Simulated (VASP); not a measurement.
Write the native input for VASP 6.6.1 that does the following.

```yaml
Task: single point
Functional: PBEsol
Dispersion: D3(BJ)
Potentials_or_basis: VASP PAW PBE potentials, release 64 (Cu)
Cutoff: 520 eV
k_mesh: 7 × 7 × 7
Occupations: methfessel-paxton, width 0.1 eV
Spin: no spin polarisation
Dipole_correction: no
Further_INCAR_settings: ALGO = Normal; EDIFF = 1e-06; NBANDS = 18
```

The structure of Cu lies in POSCAR:

```
Cu
1.0
    4.1588740000      0.0000000000      0.0000000000
   -3.4449051002      2.3299918022      0.0000000000
    0.0000000000      0.0000000000      2.4754960000
Cu
2
Direct
    0.1338670000      0.8661330000      0.2500000000
    0.8661330000      0.1338670000      0.7500000000
```

One way to write it, as run:

INCAR

```
  ALGO = Normal
  EDIFF = 1E-6
  ENCUT = 520
  GGA = PS
  ISIF = 2
  ISMEAR = 1
  IVDW = 12
  LASPH = True
  LCHARG = True
  LELF = True
  LREAL = False
  LVHAR = True
  LWAVE = False
  NBANDS = 18
  NELM = 100
  PREC = Accurate
  SIGMA = 0.1
```

KPOINTS

```
k-points
0
Gamma
  7 7 7
```

Potentials or basis: VASP PAW PBE potentials, release 64 (Cu).

The run is started by

```sh
$ cat potpaw_PBE.64/Cu/POTCAR > POTCAR
$ mpirun -np 1 vasp_std > vasp.out
```

Results of the run:

- Pressure: -7.7 GPa
- Largest force: 0.038 eV/Å
- Band gap on the k mesh: zero (band 11 reaches 10.45 eV, above the bottom of band 12 at 5.60 eV)
- Dispersion energy per atom: -0.516 eV

Caveat: the k points lie up to 0.39 Å⁻¹ apart; three body term missing; the PAW data sets were made with another functional, which shifts forces and pressure a little; pairwise dispersion overbinds metals, which lowers pressure and volume.

Wall time 17 s on 1 thread of Intel Xeon 6975P-C (shared host), peak memory 0.17 GiB.
